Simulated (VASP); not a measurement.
Wanted: the native input for a VASP 6.6.1 run.

| Property | Result |
| --- | --- |
| Task | single point |
| Functional | PBE |
| Potentials or basis | VASP PAW PBE potentials, release 64 (W_sv, O) |
| Cutoff | 520 eV |
| k mesh | 14 × 14 × 7 |
| Occupations | gaussian, width 0.1 eV |
| Spin | collinear spin |
| Starting moments | [1.0, -1.0, 0.0, 0.0] μB |
| Hubbard terms | W d U = 6.2 eV |
| Dipole correction | no |
| Further INCAR settings | ALGO = Normal; EDIFF = 1e-07; NBANDS = 32 |

The structure of WO lies in POSCAR:

```
WO
1.0
    2.7843396443      0.0000000000      2.7843396443
    0.0000000000      2.7843396443      2.7843396443
    0.0000000000      0.0000000000      5.5686792886
W O
2 2
Direct
    0.0000000000      0.0000000000      0.0000000000
    0.0000000000      0.0000000000      0.5000000000
    0.5000000000      0.5000000000      0.7500000000
    0.5000000000      0.5000000000      0.2500000000
```

These files were run (other wordings do the same):

INCAR

```
  PREC = Accurate
  ENCUT = 520
  EDIFF = 1E-7
  ISMEAR = 0
  SIGMA = 0.1
  LREAL = F
  LASPH = T
  NELM = 150
  ALGO = Normal
  ISIF = 2
  LWAVE = F
  LCHARG = T
  ISPIN = 2
  MAGMOM = 1 -1 0 0
  LORBIT = 11
  LMAXMIX = 4
  LDAU = T
  LDAUTYPE = 2
  LDAUL = 2 -1
  LDAUU = 6.2 0
  LDAUJ = 0 0
  LDAUPRINT = 1
  GGA = PE
  LELF = T
  LVHAR = T
  NBANDS = 32
```

KPOINTS

```
Automatic mesh
0
Gamma
  14 14 7
```

Potentials or basis: VASP PAW PBE potentials, release 64 (W_sv, O).

Launch:

```bash
$ cat potpaw_PBE.64/W_sv/POTCAR potpaw_PBE.64/O/POTCAR > POTCAR
$ mpirun -np 1 vasp_std > vasp.out
```

Results of the run:

| Property | Result |
| --- | --- |
| Pressure | 33.3 GPa |
| Band gap on the k mesh | zero (filled and empty bands overlap) |
| Net moment | 0.00 μB per cell |
| Site moments | W +1.88, -1.88; O +0.00 μB |
| Valence electrons inside the program's atomic spheres | W 11.95; O 4.94 |

Caveat: the cell stands under pressure; spin-orbit coupling is left out, which moves the levels of the heavy elements.

Run time: 6.3 min on 1 thread of Intel(R) Xeon(R) 6975P-C (Granite Rapids), on a shared host, peak memory 0.31 GiB.
